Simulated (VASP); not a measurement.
Here is a VASP 6.6.1 calculation.

File INCAR:

```
SYSTEM = Si2Ge2P
PREC = Accurate
ENCUT = 520
EDIFF = 1E-6
ISMEAR = 0
SIGMA = 0.1
LREAL = .FALSE.
LASPH = .TRUE.
NELM = 60
ALGO = Normal
ISIF = 2
LWAVE = .FALSE.
LCHARG = .FALSE.
GGA = PE
NBANDS = 28
```

Contents of KPOINTS:

```
Automatic mesh
0
G
  6 6 6
  0 0 0
```

File POSCAR:

```
Si2Ge2P
1.0
    1.7775983603      1.0262968918      7.8947291790
   -1.7775983603      1.0262968918      7.8947291790
    0.0000000000     -2.0525937837      7.8947291790
Si Ge P
2 2 1
Direct
    0.3931940740      0.3931940740      0.3931940740
    0.6068059260      0.6068059260      0.6068059260
    0.2037663922      0.2037663922      0.2037663922
    0.7962336078      0.7962336078      0.7962336078
    0.0000000000      0.0000000000      0.0000000000
```

Potentials or basis: VASP PAW PBE potentials, release 64 (Si, Ge_d, P).

Run with:

```sh
$ cat potpaw_PBE.64/Si/POTCAR potpaw_PBE.64/Ge_d/POTCAR potpaw_PBE.64/P/POTCAR > POTCAR
$ mpirun -np 1 vasp_std > vasp.out
```

(1) Predict the pressure.

(2) What does it give for the band gap on the k mesh?

(3) Predict the largest force.

Results:

(1) -0.1 GPa.

(2) zero (an odd number of electrons rules out a gap without spin polarisation).

(3) 0.018 eV/Å.
